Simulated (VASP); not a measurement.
# MgTe (P6_3mc) in VASP: dielectric tensor with r2SCAN

Aim: the dielectric tensor of MgTe with r2SCAN.

Everything below comes from runs of VASP 6.6.1. Logs are shortened: lines on timing, memory, paths and dates and some standing lists are left out, and cuts for length are marked.

### 1 The cell of the first run

The structure is hexagonal, space group P6_3mc (No. 186). Conventional cell: a = 4.578 Å, b = 4.578 Å, c = 7.455 Å, α = 90.00°, β = 90.00°, γ = 120.00°. Within 3.7 Å of Mg (site symmetry 3m) lie 4 Te at 2.80 Å. Te (site symmetry 3m) has 4 Mg at 2.80 Å within 3.7 Å.

### 2 Dielectric tensor, r2SCAN

The input, INCAR:

```
ALGO = Normal
EDIFF = 1E-8
ENCUT = 580
GGA_COMPAT = F
ISIF = 2
ISMEAR = 0
LASPH = T
LCALCEPS = T
LCHARG = F
LMIXTAU = T
LREAL = F
LWAVE = F
METAGGA = R2SCAN
NELM = 120
PREC = Accurate
SIGMA = 0.01
```

The input, KPOINTS:

```
k-points
0
Gamma
  6 6 4
```

The input, POSCAR:

```
MgTe
1.0
    4.5776356442      0.0000000000      0.0000000000
   -2.2888178221      3.9643487572      0.0000000000
    0.0000000000      0.0000000000      7.4550892655
Mg Te
2 2
Direct
    0.3333333333      0.6666666667     -0.0006080517
    0.6666666667      0.3333333333      0.4993919483
    0.3333333333      0.6666666667      0.3756080517
    0.6666666667      0.3333333333      0.8756080517
```

Potentials or basis: VASP PAW PBE potentials, release 64 (Mg, Te).

Started as:

```bash
> cat potpaw_PBE.64/Mg/POTCAR potpaw_PBE.64/Te/POTCAR > POTCAR
> mpirun -np 1 vasp_std > vasp.out
```

OUTCAR:

```text
EDIFF = 1E-8
   ENCUT = 580
   ISIF = 2
   ISMEAR = 0
   LASPH = T
   LREAL = F
   METAGGA = R2SCAN
   NELM = 120
   PREC = Accurate

 ion  position               nearest neighbor table
   1  0.333  0.667  0.999-   4 2.80   4 2.80   4 2.80   3 2.80
   2  0.667  0.333  0.499-   3 2.80   3 2.80   3 2.80   4 2.80
   3  0.333  0.667  0.376-   2 2.80   2 2.80   2 2.80   1 2.80
   4  0.667  0.333  0.876-   1 2.80   1 2.80   1 2.80   2 2.80

  LATTYP: Found a hexagonal cell.
 ALAT       =     4.5776356442
 C/A-ratio  =     1.6285894826

  Lattice vectors:

 A1 = (   4.5776356442,   0.0000000000,   0.0000000000)
 A2 = (  -2.2888178221,   3.9643487572,   0.0000000000)
 A3 = (   0.0000000000,   0.0000000000,   7.4550892655)

Analysis of symmetry for initial positions (statically):
=====================================================================
 Subroutine PRICEL returns:
 Original cell was already a primitive cell.

 Routine SETGRP: Setting up the symmetry group for a
 hexagonal supercell.

 Subroutine GETGRP returns: Found 12 space group operations
 (whereof  6 operations were pure point group operations)
 out of a pool of 24 trial point group operations.

The static configuration has the point symmetry C_3v.
 The point group associated with its full space group is C_6v.

Analysis of symmetry for dynamics (positions and initial velocities):
=====================================================================
 Subroutine PRICEL returns:
 Original cell was already a primitive cell.

 Routine SETGRP: Setting up the symmetry group for a
 hexagonal supercell.

 Subroutine GETGRP returns: Found 12 space group operations
 (whereof  6 operations were pure point group operations)
 out of a pool of 24 trial point group operations.

The dynamic configuration has the point symmetry C_3v.
 The point group associated with its full space group is C_6v.

 Subroutine INISYM returns: Found 12 space group operations
 (whereof  6 operations are pure point group operations),
 and found     1 'primitive' translations

----------------------------------------------------------------------------------------

                                     Primitive cell

  volume of cell :     135.2901

  direct lattice vectors                    reciprocal lattice vectors
     4.577635644  0.000000000  0.000000000     0.218453385  0.126124120  0.000000000
    -2.288817822  3.964348757  0.000000000     0.000000000  0.252248241  0.000000000
     0.000000000  0.000000000  7.455089265     0.000000000  0.000000000  0.134136556

  length of vectors
     4.577635644  4.577635644  7.455089265     0.252248241  0.252248241  0.134136556

  position of ions in fractional coordinates (direct lattice)
     0.333333333  0.666666667  0.999391948
     0.666666667  0.333333333  0.499391948
     0.333333333  0.666666667  0.375608052
     0.666666667  0.333333333  0.875608052

  ion indices of the primitive-cell ions
   primitive index   ion index
                 1           1
                 2           2
                 3           3
                 4           4

----------------------------------------------------------------------------------------

 KPOINTS: k-points

Automatic generation of k-mesh.
 Grid dimensions read from file:
 generate k-points for:    6    6    4

 Generating k-lattice:

  Cartesian coordinates                     Fractional coordinates (reciprocal lattice)
     0.036408897  0.021020687  0.000000000     0.166666667  0.000000000  0.000000000
     0.000000000  0.042041373  0.000000000     0.000000000  0.166666667  0.000000000
     0.000000000  0.000000000  0.033534139     0.000000000  0.000000000  0.250000000

  Length of vectors
     0.042041373  0.042041373  0.033534139

  Shift w.r.t. Gamma in fractional coordinates (k-lattice)
     0.000000000  0.000000000  0.000000000

 Subroutine IBZKPT returns following result:
 ===========================================
[... 47 lines left out ...]
   NSW    =      0    number of steps for IOM
   IBRION =     -1    ionic relax: 0-MD 1-quasi-New 2-CG
   NFREE  =      0    steps in history (QN), initial steepest desc. (CG)
   ISIF   =      2    stress and relaxation
   ISYM   =      2    0-nonsym 1-usesym 2-fastsym
   POTIM  = 0.5000    time-step for ionic-motion
   TEBEG  =    0.0;   TEEND  =   0.0 temperature during run
   PSTRESS=    0.0 pullay stress
   NELECT =      16.0000    total number of electrons
   NUPDOWN=      -1.0000    fix difference up-down
   EMIN   =  10.00;   EMAX   =-10.00  energy-range for DOS
   EFERMI =   0.00;   METHOD = LEGACY
   ISMEAR =     0;   SIGMA  =   0.01  broadening in eV -4-tet -1-fermi 0-gaus
   EFERMI_NEDOS =   21; number of points for ismear=-14 and -15
   IALGO  =     38    algorithm
   IMIX   =      4    mixing-type and parameters
     AMIX     =   0.40;   BMIX     =  1.00
     AMIX_MAG =   1.60;   BMIX_MAG =  1.00
  volume/ion in A,a.u.               =      33.82       228.25
  Fermi-wavevector in a.u.,A,eV,Ry     =   0.803575  1.518536  8.785718  0.645732
  Thomas-Fermi vector in A             =   1.911468
   LORBIT       =      0    0 simple, 1 ext, 2 COOP (PROOUT), +10 PAW based schemes
   METAGGA = R2SCAN    functional components
   LHFCALC =     F    Hartree Fock is set to
   AEXX    =    0.0000 exact exchange contribution
   IVDW    =     0    specifies the selected vdW correction
   LEPSILON=     F    determine dielectric tensor
   LRPA    =     F    only Hartree local field effects (RPA)
   LRPA       =     F
 non-spin polarized calculation
 Gauss-broadening in eV      SIGMA  =   0.01
  energy-cutoff  :      580.00
  volume of cell :      135.29
 maximum number of plane-waves:      4329
 NGX is ok and might be reduce to    36
   NGX = 17   NGY = 17   NGZ = 29

 Total electronic dipole moment: p[elc]=(     0.00000    -0.00000    -0.10274 ) |e| Angst

 number of electron      16.0000000 magnetization

 Free energy of the ion-electron system (eV)
  ---------------------------------------------------
  ext. energy  EPLUGINS =         0.00000000
  ---------------------------------------------------
  free energy    TOTEN  =       -63.36079893 eV

  energy without entropy =      -63.36079893  energy(sigma->0) =      -63.36079893

 E-fermi :   1.6998     XC(G=0):  -8.1746

 val. band max:        1.6318417894   @ k =   0.0000   0.0000   0.0000
 cond. band min:   10000.0000000000   @ k =   0.0000   0.0000   0.0000
 fundamental gap:   9998.3681582106
 Fermi energy:         1.6997708974

 k-point     1 :       0.0000    0.0000    0.0000
  band No.  band energies     occupation
      1      -8.8862      2.00000
      2      -8.2546      2.00000
      3      -1.6249      2.00000
      4       1.1414      2.00000
      5       1.1414      2.00000
      6       1.6277      2.00000
      7       1.6277      2.00000
      8       1.6318      2.00000
      9   10000.0000      0.00000
     10   10000.0000      0.00000
     11   10000.0000      0.00000
     12   10000.0000      0.00000
[... 331 lines left out ...]
 k-point    24 :      -0.5000    0.5000    0.0000
  band No.  band energies     occupation
      1      -8.2724      2.00000
      2      -8.0513      2.00000
      3      -1.4355      2.00000
      4      -0.9602      2.00000
      5      -0.3340      2.00000
      6       0.3950      2.00000
      7       0.6415      2.00000
      8       1.1855      2.00000
      9   10000.0000      0.00000
     10   10000.0000      0.00000
     11   10000.0000      0.00000
     12   10000.0000      0.00000

 [... further k-points ...]

------------------------ aborting loop because EDIFF is reached ----------------------------------------

            Ionic dipole moment: p[ion]=(     0.00000     0.00000    18.67399 ) |e| Angst

 Total electronic dipole moment: p[elc]=(     0.00000     0.00000    -0.07289 ) |e| Angst

 MACROSCOPIC STATIC DIELECTRIC TENSOR (including local field effects)
 ------------------------------------------------------
           4.880722    -0.000000     0.000000
           0.000000     4.880722     0.000000
           0.000000    -0.000000     4.992977
 ------------------------------------------------------

 PIEZOELECTRIC TENSOR (including local field effects) (e Angst)
          XX          YY          ZZ          XY          YZ          ZX
  --------------------------------------------------------------------------------
  x     0.00000     0.00000     0.00000    -0.00000     0.00000     1.82561
  y     0.00000    -0.00000    -0.00000     0.00000     1.82560     0.00000
  z     1.81088     1.81088    -3.52750     0.00000     0.00000     0.00000

 PIEZOELECTRIC TENSOR (including local field effects) (C/m^2)
          XX          YY          ZZ          XY          YZ          ZX
  --------------------------------------------------------------------------------
  x     0.00000     0.00000     0.00000    -0.00000     0.00000     0.21620
  y     0.00000    -0.00000    -0.00000     0.00000     0.21620     0.00000
  z     0.21445     0.21445    -0.41775     0.00000     0.00000     0.00000

 BORN EFFECTIVE CHARGES (including local field effects) (in |e|, cummulative output)
 ---------------------------------------------------------------------------------
 ion    1
    1     1.88918     0.00000     0.00000
    2     0.00000     1.88918     0.00000
    3    -0.00000     0.00000     1.96746
 ion    2
    1     1.88918     0.00000     0.00000
    2     0.00000     1.88918    -0.00000
    3     0.00000     0.00000     1.96746
 ion    3
    1    -1.88918    -0.00000     0.00000
    2     0.00000    -1.88918     0.00000
    3     0.00000     0.00000    -1.96746
 ion    4
    1    -1.88918     0.00000     0.00000
    2     0.00000    -1.88918     0.00000
    3     0.00000     0.00000    -1.96746

  FORCE on cell =-STRESS in cart. coord.  units (eV):
  Direction    XX          YY          ZZ          XY          YZ          ZX
  --------------------------------------------------------------------------------------
  -------------------------------------------------------------------------------------
  Total       -0.0897512     -0.0897512     -0.0793892      0.0000000      0.0000000     -0.0000000
  in kB       -1.0628817     -1.0628817     -0.9401689      0.0000000      0.0000000     -0.0000000
  external PRESSURE =      -1.0219775 kB  Pullay stress =       0.0000000 kB

 VOLUME and BASIS-vectors are now :
 -----------------------------------------------------------------------------
  energy-cutoff  :      580.00
  volume of cell :      135.29
      direct lattice vectors                 reciprocal lattice vectors
     4.577635644  0.000000000  0.000000000     0.218453385  0.126124120  0.000000000
    -2.288817822  3.964348757  0.000000000     0.000000000  0.252248241  0.000000000
     0.000000000  0.000000000  7.455089265     0.000000000  0.000000000  0.134136556

 POSITION                                       TOTAL-FORCE (eV/Angst)
 -----------------------------------------------------------------------------------
     -0.00000      2.64290      7.45056        -0.000000      0.000000      0.000370
      2.28882      1.32145      3.72301         0.000000     -0.000000      0.000370
     -0.00000      2.64290      2.80019        -0.000000     -0.000000     -0.000370
      2.28882      1.32145      6.52774         0.000000     -0.000000     -0.000370
 -----------------------------------------------------------------------------------
    total drift:                               -0.000000      0.000000      0.000738

  FREE ENERGIE OF THE ION-ELECTRON SYSTEM (eV)
  ---------------------------------------------------
  free  energy   TOTEN  =       -63.3607989285 eV

  energy  without entropy=      -63.3607989285  energy(sigma->0) =      -63.36079893
```

Wall time 28 min (1 thread of Intel Xeon 6975P-C (Granite Rapids), shared host); peak memory 0.8 GiB.

Results:

| Quantity | Value |
| --- | --- |
| Band gap on the k mesh | 3.14 eV |
| Electronic dielectric tensor (diagonal) | 4.88, 4.88, 4.99 |
| Born charges (mean of the diagonal) | Mg +1.92; Te -1.92 e |

Levels at points of the mesh, in eV from the valence-band top:
```csv
k point,band 6,band 7,band 8,band 9,band 10,band 11
"(0.00, 0.00, 0.00)",0.00,0.00,0.00,3.14,3.57,5.79
"(0.50, 0.00, 0.00)",-1.24,-0.99,-0.45,3.63,4.40,4.70
"(0.00, 0.00, 0.50)",-0.26,-0.26,-0.26,4.08,4.08,6.05
"(0.50, 0.00, 0.50)",-0.89,-0.88,-0.88,3.70,3.70,4.76
```

Electronic dielectric tensor:
```
4.88 0.00 0.00
0.00 4.88 0.00
0.00 0.00 4.99
```

Born effective charge tensors (e):
atom 1, Mg
```
1.89 0.00 0.00
0.00 1.89 0.00
0.00 0.00 1.97
```
atom 2, Mg
```
1.89 0.00 0.00
0.00 1.89 0.00
0.00 0.00 1.97
```
atom 3, Te
```
-1.89  0.00  0.00
 0.00 -1.89  0.00
 0.00  0.00 -1.97
```
atom 4, Te
```
-1.89  0.00  0.00
 0.00 -1.89  0.00
 0.00  0.00 -1.97
```

Dipole moments of the cell (e·Å, modulo the quantum): ionic 0.000, 0.000, 18.674; electronic 0.000, 0.000, -0.073

Caveat: the structure was generated, so it needn't be the stable form of MgTe; the PAW data sets were made with another functional, which shifts forces and pressure a little; spin-orbit coupling is left out, which moves the levels of the heavy elements. A k mesh can miss the band edges.

The gap in the log of VASP goes by the Fermi energy; the results here count the filled bands.